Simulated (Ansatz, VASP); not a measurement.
# One calculation of InPd, two programs

The input INCAR:

```
PREC = Accurate
ENCUT = 520
EDIFF = 1E-8
ISMEAR = -1
SIGMA = 0.05
LREAL = False
LASPH = True
NELM = 80
ALGO = Normal
ISIF = 2
LWAVE = False
LCHARG = False
GGA = PE
LEFG = True
NBANDS = 18
```

KPOINTS

```
Automatic mesh
0
Gamma
  9 9 9
```

Contents of POSCAR:

```
InPd
1.0
    3.2718847800      0.0000000000      0.0000000000
    0.0000000000      3.2718847800      0.0000000000
    0.0000000000      0.0000000000      3.2718847800
In Pd
1 1
Direct
    0.0000000000      0.0000000000      0.0000000000
    0.5000000000      0.5000000000      0.5000000000
```

Input for Ansatz:

```yaml
crystal:
  lattice:
    - [3.27188478, 0.0, 0.0]
    - [0.0, 3.27188478, 0.0]
    - [0.0, 0.0, 3.27188478]
  atoms:
    - { symbol: In, position: [0.0, 0.0, 0.0] }
    - { symbol: Pd, position: [0.5, 0.5, 0.5] }
kpoints:
  mp_grid: { grid: [9, 9, 9] }
scf:
  occupations: { method: fermi_dirac, width: 0.05 }
hamiltonian:
  xc: pbe
  pseudopotentials: { kind: paw }
output:
  forces: true
  stress: true
  eigenvalues: true
  efg: { contact_densities: true }
  populations: true
```

Change from the starting cell: shortest bond scaled by 1, PAW files.

Alike in both runs: task electric field gradients; functional PBE; k mesh 9 × 9 × 9; occupations fermi-dirac, width 0.05 eV; no spin polarisation.

```csv
,VASP,Ansatz
version,VASP 6.6.1,Ansatz 0.2.0
potentials or method,"VASP PAW PBE potentials, release 64 (In_d, Pd)","PAW with Ansatz's default frozen-core files, scalar-relativistic"
plane-wave cutoff (eV),520,420
valence electrons in the cell,23,31
```

```tsv
	VASP	Ansatz	Ansatz less VASP
pressure (GPa)	3.8	3.8	-0.06
```

VASP's potentials hold 23 valence electrons a cell and Ansatz's 31, so a difference there can come from the potentials and not from the codes.
